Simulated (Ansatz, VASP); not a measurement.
**Pd in VASP and in Ansatz**

```
CELL_PARAMETERS angstrom
0.00000 1.97215 1.97215
1.97215 0.00000 1.97215
1.97215 1.97215 0.00000
ATOMIC_POSITIONS crystal
Pd 0.00000 0.00000 0.00000
```

Alike in both runs: functional PBE; k mesh 15 × 15 × 15; occupations fermi-dirac, width 0.1 eV; no spin polarisation.

Ansatz relaxed the structure, and its values are those at the end. VASP's run is a single point on that final structure, the one shown.

|  | VASP | Ansatz |
| --- | --- | --- |
| version | VASP 6.6.1 | Ansatz 0.2.0 |
| potentials or method | VASP PAW PBE potentials, release 64 (Pd), cutoff 520 eV | plane waves, PAW |
| valence electrons in the cell | 10 | 18 |

```csv
,VASP,Ansatz,Ansatz less VASP
pressure (GPa),-0.3,0.0,+0.26
```

VASP's potentials hold 10 valence electrons a cell and Ansatz's 18, so a difference there can come from the potentials and not from the codes.
